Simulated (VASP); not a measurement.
Wanted: the native input for a VASP 6.6.1 run.

* Task: single point
* Functional: r2SCAN
* Potentials or basis: VASP PAW PBE potentials, release 64 (Mo_sv, S)
* Cutoff: 520 eV
* k mesh: 6 × 6 × 6
* Occupations: gaussian, width 0.01 eV
* Spin: no spin polarisation
* Dipole correction: no
* Further INCAR settings: ALGO = Normal; EDIFF = 1e-06; NBANDS = 20

MoS2:

```
Mo S
1.0
     1.58759    0.91660    6.19394
    -1.58759    0.91660    6.19394
     0.00000   -1.83319    6.19394
Mo S
1 2
Direct
  0.99999 0.99999 0.99999
  0.41700 0.41700 0.41700
  0.24968 0.24968 0.24968
```

The input as run:

POSCAR

```
MoS2
1.0
    1.5875907347      0.9165959380      6.1939395993
   -1.5875907347      0.9165959380      6.1939395993
    0.0000000000     -1.8331918760      6.1939395993
Mo S
1 2
Direct
   -0.0000146007     -0.0000146007     -0.0000146007
    0.4170015121      0.4170015121      0.4170015121
    0.2496797553      0.2496797553      0.2496797553
```

INCAR.step1

```
SYSTEM = MoS2
PREC = Accurate ; ENCUT = 520
ISMEAR = 0 ; SIGMA = 0.01
LREAL = .False. ; LASPH = .True.
NELM = 80 ; NBANDS = 20
GGA = PE ; ALGO = Normal
EDIFF = 1E-4 ; LWAVE = .True.
LCHARG = .False.
```

INCAR.step2

```
SYSTEM = MoS2
PREC = Accurate ; ENCUT = 520
EDIFF = 1E-6 ; ISMEAR = 0
SIGMA = 0.01 ; LREAL = .False.
LASPH = .True. ; NELM = 80
ALGO = Normal ; ISIF = 2
LWAVE = .False. ; LCHARG = .True.
METAGGA = R2SCAN ; LMIXTAU = .True.
LELF = .True. ; LVHAR = .True.
NBANDS = 20 ; ISTART = 1
```

KPOINTS

```
Automatic mesh
0
Gamma
  6 6 6
  0 0 0
```

Potentials or basis: VASP PAW PBE potentials, release 64 (Mo_sv, S).

Launch:

```console
$ cat potpaw_PBE.64/Mo_sv/POTCAR potpaw_PBE.64/S/POTCAR > POTCAR
$ cp INCAR.step1 INCAR
$ mpirun -np 1 vasp_std > vasp.out
$ cp INCAR.step2 INCAR
$ mpirun -np 1 vasp_std > vasp.out
```

It gave:

```json
{
  "Pressure": "1.2 GPa",
  "Largest force": "0.047 eV/Å",
  "Band gap on the k mesh": "1.05 eV (least direct gap 1.80 eV)"
}
```

Caveat: the PAW data sets were made with another functional, which shifts forces and pressure a little.

It took 4 min on 1 thread of Intel(R) Xeon(R) Platinum 8488C (Sapphire Rapids) (shared host), peak memory 0.36 GiB.
